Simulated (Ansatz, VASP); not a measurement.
# One calculation of BaTiO3, two programs

INCAR

```
  PREC = Accurate
  ENCUT = 1340
  EDIFF = 1E-6
  ISMEAR = 0
  SIGMA = 0.05
  LREAL = False
  LASPH = True
  NELM = 120
  ALGO = Normal
  ISIF = 2
  LWAVE = False
  LCHARG = False
  GGA = PE
  NBANDS = 28
  GGA_COMPAT = False
```

Contents of KPOINTS:

```
regular mesh
0
Gamma
  8 8 6
```

File POSCAR:

```
BaTiO3
1.0
    4.1049142711      0.0000000000      0.0000000000
    0.0000000000      4.1049142711      0.0000000000
    0.0000000000      0.0000000000      4.1387801373
Ba Ti O
1 1 3
Direct
    0.0000000000      0.0000000000      0.9863187693
    0.5000000000      0.5000000000      0.4690806688
    0.5000000000      0.5000000000      0.0378497747
    0.5000000000      0.0000000000      0.5173753936
    0.0000000000      0.5000000000      0.5173753936
```

Input for Ansatz:

```yaml
crystal:
  lattice:
    - [4.1049142711, 0.0, 0.0]
    - [0.0, 4.1049142711, 0.0]
    - [0.0, 0.0, 4.1387801373]
  atoms:
    - { symbol: Ba, position: [0.0, 0.0, 0.9863187693] }
    - { symbol: Ti, position: [0.5, 0.5, 0.4690806688] }
    - { symbol: O, position: [0.5, 0.5, 0.0378497747] }
    - { symbol: O, position: [0.5, 0.0, 0.5173753936] }
    - { symbol: O, position: [0.0, 0.5, 0.5173753936] }
basis:
  ecutwfc: 420
kpoints:
  mp_grid: { grid: [8, 8, 6] }
hamiltonian:
  xc: pbe
scf:
  occupations: { method: gaussian, width: 0.05 }
output:
  forces: true
  stress: true
  eigenvalues: true
```

Change from the starting cell: strain +0.030 along x and y, -0.015 along z, atoms carried along.

Alike in both runs: task single point; functional PBE; k mesh 8 × 8 × 6; occupations gaussian, width 0.05 eV; no spin polarisation.

|  | VASP | Ansatz |
| --- | --- | --- |
| version | VASP 6.6.1 | Ansatz 0.2.0 |
| potentials or method | VASP PAW PBE potentials, release 64 (Ba_sv, Ti_sv, O_h), cutoff 1340 eV | scalar-relativistic, plane waves, PAW |
| valence electrons in the cell | 40 | 40 |

```tsv
	VASP	Ansatz	Ansatz less VASP
gap on the k mesh at the Fermi level (eV)	1.72	1.77	+0.054
least direct gap on the mesh (eV)	2.20	2.24	+0.035
pressure (GPa)	-4.7	-5.9	-1.17
traceless stress, the component that is largest in VASP (GPa)	4.64	4.53	-0.112
rms of the force components (eV/Å)	0.118	0.093	-0.0242
```

Atom by atom the forces differ by 0.028 eV/Å (rms over components). The functional is the same, so the differences come from potentials, cutoffs and numerics.

Spin-orbit coupling is off throughout.
